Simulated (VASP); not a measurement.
# CeO3 (ReO3 type) (Pm-3m) in VASP: notebook

The runs below take CeO3 (ReO3 type) through single point, with PBE.

All numbers are computed with VASP 6.6.1; they aren't measurements. Logs are shortened: lines on timing, memory, paths and dates and some standing lists are left out, and cuts for length are marked.

### 1 The cell of the first run

The structure is cubic, space group Pm-3m (No. 221). Conventional cell: a = 4.367 Å, b = 4.367 Å, c = 4.367 Å, α = 90.00°, β = 90.00°, γ = 90.00°. Ce (site symmetry m-3m) has 6 O at 2.18 Å within 2.9 Å. Within 2.9 Å of O (site symmetry 4/mmm) lie 2 Ce at 2.18 Å.

### 2 Single point, PBE

INCAR

```
PREC = Accurate
ENCUT = 520
EDIFF = 1E-6
ISMEAR = -1
SIGMA = 0.06122561905347299
LREAL = False
LASPH = True
NELM = 80
ALGO = Normal
ISIF = 2
LWAVE = False
LCHARG = False
GGA = PE
NBANDS = 23
```

KPOINTS

```
regular mesh
0
Gamma
  9 9 9
```

POSCAR

```
CeO3
1.0
    4.3673320400      0.0000000000      0.0000000000
    0.0000000000      4.3673320400      0.0000000000
    0.0000000000      0.0000000000      4.3673320400
Ce O
1 3
Direct
    0.0000000000      0.0000000000      0.0000000000
    0.5000000000      0.0000000000      0.0000000000
    0.0000000000      0.5000000000      0.0000000000
    0.0000000000      0.0000000000      0.5000000000
```

Potentials or basis: VASP PAW PBE potentials, release 64 (Ce, O).

Launch:

```sh
> cat potpaw_PBE.64/Ce/POTCAR potpaw_PBE.64/O/POTCAR > POTCAR
> mpirun -np 1 vasp_std > vasp.out
```

OUTCAR:

```text
PREC = Accurate
   ENCUT = 520
   EDIFF = 1E-6
   ISMEAR = -1
   LREAL = False
   LASPH = True
   NELM = 80
   ISIF = 2
   GGA = PE

 ion  position               nearest neighbor table
   1  0.000  0.000  0.000-   2 2.18   3 2.18   4 2.18   4 2.18   3 2.18   2 2.18
   2  0.500  0.000  0.000-   1 2.18   1 2.18
   3  0.000  0.500  0.000-   1 2.18   1 2.18
   4  0.000  0.000  0.500-   1 2.18   1 2.18

  LATTYP: Found a simple cubic cell.
 ALAT       =     4.3673320400

  Lattice vectors:

 A1 = (   4.3673320400,   0.0000000000,   0.0000000000)
 A2 = (   0.0000000000,   4.3673320400,   0.0000000000)
 A3 = (   0.0000000000,   0.0000000000,   4.3673320400)

Analysis of symmetry for initial positions (statically):
=====================================================================
 Subroutine PRICEL returns:
 Original cell was already a primitive cell.

 Routine SETGRP: Setting up the symmetry group for a
 simple cubic supercell.

 Subroutine GETGRP returns: Found 48 space group operations
 (whereof 48 operations were pure point group operations)
 out of a pool of 48 trial point group operations.

The static configuration has the point symmetry O_h .

Analysis of symmetry for dynamics (positions and initial velocities):
=====================================================================
 Subroutine PRICEL returns:
 Original cell was already a primitive cell.

 Routine SETGRP: Setting up the symmetry group for a
 simple cubic supercell.

 Subroutine GETGRP returns: Found 48 space group operations
 (whereof 48 operations were pure point group operations)
 out of a pool of 48 trial point group operations.

The dynamic configuration has the point symmetry O_h .

 Subroutine INISYM returns: Found 48 space group operations
 (whereof 48 operations are pure point group operations),
 and found     1 'primitive' translations

----------------------------------------------------------------------------------------

                                     Primitive cell

  volume of cell :      83.3007

  direct lattice vectors                    reciprocal lattice vectors
     4.367332040  0.000000000  0.000000000     0.228972744  0.000000000  0.000000000
     0.000000000  4.367332040  0.000000000     0.000000000  0.228972744  0.000000000
     0.000000000  0.000000000  4.367332040     0.000000000  0.000000000  0.228972744

  length of vectors
     4.367332040  4.367332040  4.367332040     0.228972744  0.228972744  0.228972744

  position of ions in fractional coordinates (direct lattice)
     0.000000000  0.000000000  0.000000000
     0.500000000  0.000000000  0.000000000
     0.000000000  0.500000000  0.000000000
     0.000000000  0.000000000  0.500000000

  ion indices of the primitive-cell ions
   primitive index   ion index
                 1           1
                 2           2
                 3           3
                 4           4

----------------------------------------------------------------------------------------

 KPOINTS: regular mesh

Automatic generation of k-mesh.
 Grid dimensions read from file:
 generate k-points for:    9    9    9

 Generating k-lattice:

  Cartesian coordinates                     Fractional coordinates (reciprocal lattice)
     0.025441416  0.000000000  0.000000000     0.111111111  0.000000000  0.000000000
     0.000000000  0.025441416  0.000000000     0.000000000  0.111111111  0.000000000
     0.000000000  0.000000000  0.025441416     0.000000000  0.000000000  0.111111111

  Length of vectors
     0.025441416  0.025441416  0.025441416

  Shift w.r.t. Gamma in fractional coordinates (k-lattice)
     0.000000000  0.000000000  0.000000000

 Subroutine IBZKPT returns following result:
 ===========================================

 Found     35 irreducible k-points:

 Following reciprocal coordinates:
            Coordinates               Weight
  0.000000  0.000000  0.000000      1.000000
  0.111111  0.000000  0.000000      6.000000
  0.222222  0.000000  0.000000      6.000000
  0.333333  0.000000  0.000000      6.000000
  0.444444  0.000000  0.000000      6.000000
  0.111111  0.111111  0.000000     12.000000
[... 16 lines left out ...]
  0.333333  0.333333  0.111111     24.000000
  0.444444  0.333333  0.111111     48.000000
 [... further k-points ...]
   k-points           NKPTS =     35   k-points in BZ     NKDIM =     35   number of bands    NBANDS=     23
   number of dos      NEDOS =    301   number of ions     NIONS =      4
   total plane-waves  NPLWV =  32768
   dimension x,y,z NGX =    32 NGY =   32 NGZ =   32
   dimension x,y,z NGXF=    64 NGYF=   64 NGZF=   64
   ions per type =               1   3
   NGX,Y,Z   is equivalent  to a cutoff of  12.18, 12.18, 12.18 a.u.
   NGXF,Y,Z  is equivalent  to a cutoff of  24.36, 24.36, 24.36 a.u.
 SYSTEM =  unknown system
   PREC   = accura    normal or accurate (medium, high low for compatibility)
   ISTART =      0    job   : 0-new  1-cont  2-samecut
   ICHARG =      2    charge: 1-file 2-atom 10-const
   ISPIN  =      1    spin polarized calculation?
   LNONCOLLINEAR =      F non collinear calculations
   LSORBIT =      F    spin-orbit coupling
   LASPH  =      T    aspherical Exc in radial PAW
   ENCUT  =  520.0 eV  38.22 Ry    6.18 a.u.   8.12  8.12  8.12*2*pi/ulx,y,z
   NELM   =     80;   NELMIN=  2; NELMDL= -5     # of ELM steps
   EDIFF  = 0.1E-05   stopping-criterion for ELM
   LREAL  =      F    real-space projection
   EDIFFG = 0.1E-04   stopping-criterion for IOM
   NSW    =      0    number of steps for IOM
   IBRION =     -1    ionic relax: 0-MD 1-quasi-New 2-CG
   NFREE  =      0    steps in history (QN), initial steepest desc. (CG)
   ISIF   =      2    stress and relaxation
   ISYM   =      2    0-nonsym 1-usesym 2-fastsym
   POTIM  = 0.5000    time-step for ionic-motion
   TEBEG  =    0.0;   TEEND  =   0.0 temperature during run
   PSTRESS=    0.0 pullay stress
   NELECT =      30.0000    total number of electrons
   NUPDOWN=      -1.0000    fix difference up-down
   EMIN   =  10.00;   EMAX   =-10.00  energy-range for DOS
   EFERMI =   0.00;   METHOD = LEGACY
   ISMEAR =    -1;   SIGMA  =   0.06  broadening in eV -4-tet -1-fermi 0-gaus
   EFERMI_NEDOS =   21; number of points for ismear=-14 and -15
   IALGO  =     38    algorithm
   IMIX   =      4    mixing-type and parameters
     AMIX     =   0.40;   BMIX     =  1.00
     AMIX_MAG =   1.60;   BMIX_MAG =  1.00
  volume/ion in A,a.u.               =      20.83       140.54
  Fermi-wavevector in a.u.,A,eV,Ry     =   1.164749  2.201057 18.458213  1.356640
  Thomas-Fermi vector in A             =   2.301283
   LORBIT       =      0    0 simple, 1 ext, 2 COOP (PROOUT), +10 PAW based schemes
   GGA     = PE    functional components
   LHFCALC =     F    Hartree Fock is set to
   AEXX    =    0.0000 exact exchange contribution
   IVDW    =     0    specifies the selected vdW correction
   LEPSILON=     F    determine dielectric tensor
   LRPA    =     F    only Hartree local field effects (RPA)
 non-spin polarized calculation
  energy-cutoff  :      520.00
  volume of cell :       83.30
 maximum number of plane-waves:      2269
   NGX = 17   NGY = 17   NGZ = 17

 number of electron      29.9999985 magnetization

 Free energy of the ion-electron system (eV)
  ---------------------------------------------------
  ext. energy  EPLUGINS =         0.00000000
  ---------------------------------------------------
  free energy    TOTEN  =       -27.70833368 eV

  energy without entropy =      -27.60433749  energy(sigma->0) =      -27.65633559

 E-fermi :  -1.0879     XC(G=0):  -7.9973

 val. band max:       -1.0983375178   @ k =   0.3333   0.3333   0.3333
 cond. band min:      -1.0843477743   @ k =   0.3333   0.1111   0.1111
 fundamental gap:      0.0139897435
 Fermi energy:        -1.0878741061

 k-point     1 :       0.0000    0.0000    0.0000
  band No.  band energies     occupation
      1     -32.9445      2.00000
      2     -16.9982      2.00000
      3     -16.9982      2.00000
      4     -16.5308      2.00000
      5     -16.0639      2.00000
      6     -16.0639      2.00000
[... 15 lines left out ...]
     22       2.9069      0.00000
     23       2.9069      0.00000

 k-point     2 :       0.1111    0.0000    0.0000
  band No.  band energies     occupation
      1     -32.9408      2.00000
      2     -17.5003      2.00000
      3     -16.9977      2.00000
      4     -16.6682      2.00000
      5     -16.0607      2.00000
      6     -16.0607      2.00000
[... 15 lines left out ...]
     22       2.8914      0.00000
     23       2.8914      0.00000

 k-point     3 :       0.2222    0.0000    0.0000
  band No.  band energies     occupation
      1     -32.9314      2.00000
      2     -18.1915      2.00000
      3     -16.9960      2.00000
      4     -16.6852      2.00000
      5     -16.0525      2.00000
      6     -16.0525      2.00000
[... 15 lines left out ...]
     22       2.8652      0.00000
     23       2.8652      0.00000

 k-point     4 :       0.3333    0.0000    0.0000
  band No.  band energies     occupation
      1     -32.9205      2.00000
      2     -18.6924      2.00000
      3     -16.9938      2.00000
      4     -16.6861      2.00000
      5     -16.0431      2.00000
      6     -16.0431      2.00000
[... 15 lines left out ...]
     22       2.8474      0.00000
     23       2.8474      0.00000

 k-point     5 :       0.4444    0.0000    0.0000
  band No.  band energies     occupation
      1     -32.9134      2.00000
      2     -18.9511      2.00000
      3     -16.9925      2.00000
      4     -16.6854      2.00000
      5     -16.0370      2.00000
      6     -16.0370      2.00000
[... 15 lines left out ...]
     22       2.8394      0.00000
     23       2.8394      0.00000

 k-point     6 :       0.1111    0.1111    0.0000
  band No.  band energies     occupation
      1     -32.9371      2.00000
      2     -17.5520      2.00000
      3     -17.4285      2.00000
      4     -16.8123      2.00000
      5     -16.0575      2.00000
      6     -15.3542      2.00000
[... 15 lines left out ...]
     22       2.7057      0.00000
     23       2.8746      0.00000

 k-point     7 :       0.2222    0.1111    0.0000
  band No.  band energies     occupation
      1     -32.9276      2.00000
      2     -18.1905      2.00000
      3     -17.4816      2.00000
      4     -16.8252      2.00000
      5     -16.0493      2.00000
      6     -15.2856      2.00000
[... 353 lines left out ...]
     22       2.3134      0.00000
     23       2.6118      0.00000

 k-point    21 :       0.3333    0.2222    0.1111
  band No.  band energies     occupation
      1     -32.9034      2.00000
      2     -18.6844      2.00000
      3     -18.1752      2.00000
      4     -17.4508      2.00000
      5     -15.2767      2.00000
      6     -14.1724      2.00000
[... 15 lines left out ...]
     22       2.2712      0.00000
     23       2.5855      0.00000

 k-point    22 :       0.4444    0.2222    0.1111
  band No.  band energies     occupation
      1     -32.8963      2.00000
      2     -18.9428      2.00000
      3     -18.1728      2.00000
      4     -17.4486      2.00000
      5     -15.2716      2.00000
      6     -14.1657      2.00000
[... 15 lines left out ...]
     22       2.2622      0.00000
     23       2.5735      0.00000

 k-point    23 :       0.3333    0.3333    0.1111
  band No.  band energies     occupation
      1     -32.8925      2.00000
      2     -18.6928      2.00000
      3     -18.6635      2.00000
      4     -17.4498      2.00000
      5     -15.2680      2.00000
      6     -13.1898      2.00000
[... 15 lines left out ...]
     22       2.0617      0.00000
     23       2.5545      0.00000

 k-point    24 :       0.4444    0.3333    0.1111
  band No.  band energies     occupation
      1     -32.8853      2.00000
      2     -18.9374      2.00000
      3     -18.6745      2.00000
      4     -17.4476      2.00000
      5     -15.2628      2.00000
      6     -13.1406      2.00000
[... 15 lines left out ...]
     22       2.0468      0.00000
     23       2.5402      0.00000

 [... further k-points ...]
[... 5 lines left out ...]
  --------------------------------------------------------------------------------------
  -------------------------------------------------------------------------------------
  Total       -0.5131986     -0.5131986     -0.5131986     -0.0000000     -0.0000000      0.0000000
  in kB       -9.8706881     -9.8706881     -9.8706881     -0.0000000     -0.0000000      0.0000000
  external PRESSURE =      -9.8706881 kB  Pullay stress =       0.0000000 kB

 VOLUME and BASIS-vectors are now :
 -----------------------------------------------------------------------------
  energy-cutoff  :      520.00
  volume of cell :       83.30
      direct lattice vectors                 reciprocal lattice vectors
     4.367332040  0.000000000  0.000000000     0.228972744  0.000000000  0.000000000
     0.000000000  4.367332040  0.000000000     0.000000000  0.228972744  0.000000000
     0.000000000  0.000000000  4.367332040     0.000000000  0.000000000  0.228972744

 POSITION                                       TOTAL-FORCE (eV/Angst)
 -----------------------------------------------------------------------------------
      0.00000      0.00000      0.00000         0.000000      0.000000      0.000000
      2.18367      0.00000      0.00000         0.000000      0.000000      0.000000
      0.00000      2.18367      0.00000         0.000000      0.000000      0.000000
      0.00000      0.00000      2.18367         0.000000      0.000000      0.000000
 -----------------------------------------------------------------------------------
    total drift:                                0.000000      0.000000     -0.000000

  FREE ENERGIE OF THE ION-ELECTRON SYSTEM (eV)
  ---------------------------------------------------
  free  energy   TOTEN  =       -27.7083336830 eV

  energy  without entropy=      -27.6043374903  energy(sigma->0) =      -27.65633559
```

It took 54 s on 1 thread of Intel Xeon Platinum 8488C (Sapphire Rapids), shared host; peak memory 0.22 GiB.

What came out:

```yaml
Free_energy: -27.7083 eV
Pressure: -1.0 GPa
Band_gap_on_the_k_mesh: zero (band 15 reaches -0.73 eV, above the bottom of band 16 at -1.32 eV)
```

Levels at points of the mesh, in eV from the Fermi level:
```tsv
k point	band 12	band 13	band 14	band 15	band 16	band 17	band 18	band 19
(0.00, 0.00, 0.00)	-0.67	-0.67	0.36	0.36	0.36	2.62	3.10	3.10
```

Caveat: spin-orbit coupling is left out, which moves the levels of the heavy elements; the run has no spin polarisation, though such a crystal can be magnetic; without U or exact exchange the open f shell lies at the Fermi level, which spoils levels, moments and volumes. With open d or f shells a metallic result of PBE can be an artefact of self-interaction; +U or a hybrid may open a gap.

(Part 1 of 2 ends here.)
